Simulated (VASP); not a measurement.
Sb2Pt:

```xyz
3
Lattice="0.0000 3.2097 3.2097 3.2097 0.0000 3.2097 3.2097 3.2097 0.0000" Properties=species:S:1:pos:R:3 pbc="T T T"
Sb    1.6048    1.6048    1.6048
Sb    4.8145    4.8145    4.8145
Pt    0.0000    0.0000    0.0000
```

```yaml
Program: VASP 6.6.1
Task: relaxation of cell and atoms
Functional: PBE
Potentials_or_basis: VASP PAW PBE potentials, release 64 (Sb, Pt)
Cutoff: 600 eV
k_mesh: 6 × 6 × 6
Occupations: gaussian, width 0.1 eV
Spin: no spin polarisation
```

At the start: pressure 12.6 GPa; volume 22.04 Å³/atom.

Q: Where does the relaxation end?

A: Over 4 steps the energy falls by 83.5 meV/atom and the volume is 24.42 Å³/atom (+10.8 %); space group Fm-3m (No. 225, to 0.1 Å) before and after.

Step by step:
```tsv
step	energy change (eV)	largest force (eV/Å)	pressure (GPa)	volume (Å³)
1	0.0000	0.0000	12.58	66.13
2	0.1279	0.0000	-9.73	84.12
3	-0.2504	0.0000	-0.27	73.43
4	-0.2506	0.0000	-0.04	73.25
```

Final structure:
```
CELL_PARAMETERS angstrom
0.00000 3.32099 3.32099
3.32099 0.00000 3.32099
3.32099 3.32099 0.00000
ATOMIC_POSITIONS crystal
Sb 0.25000 0.25000 0.25000
Sb 0.75000 0.75000 0.75000
Pt 0.00000 0.00000 0.00000
```
